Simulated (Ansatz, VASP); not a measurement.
# Cu: VASP beside Ansatz

```
Cu
1.0
     0.00000    1.78219    1.78219
     1.78219    0.00000    1.78219
     1.78219    1.78219    0.00000
Cu
1
Cartesian
  0.0000 0.0000 0.0000
```

Alike in both runs: task relaxation of cell and atoms; functional r2SCAN; dispersion rVV10; k mesh 20 × 20 × 20; occupations gaussian, width 0.1 eV; no spin polarisation.

|  | VASP | Ansatz |
| --- | --- | --- |
| version | VASP 6.6.1 | Ansatz 0.2.0 |
| potentials or method | VASP PAW PBE potentials, release 64 (Cu), cutoff 600 eV | scalar-relativistic, plane waves, PAW |
| valence electrons in the cell | 11 | 19 |

VASP gave:

```
gap on the k mesh at the Fermi level, each at its own relaxed structure (eV) : none
relaxed volume (Å³/atom)                                                     : 11.36
relaxed length of the cell vector where the two differ most in proportion (Å)              : 2.523
```

Problem. Estimate Ansatz's values.

Solution. gap on the k mesh at the Fermi level, each at its own relaxed structure (eV): none; relaxed volume (Å³/atom): 11.31; relaxed length of the cell vector where the two differ most in proportion (Å): 2.520.

VASP's potentials were made for PBE, not for r2SCAN. A gap of «none» marks a metal or a gap that the smearing closes. VASP's potentials hold 11 valence electrons a cell and Ansatz's 19, so a difference there can come from the potentials and not from the codes.
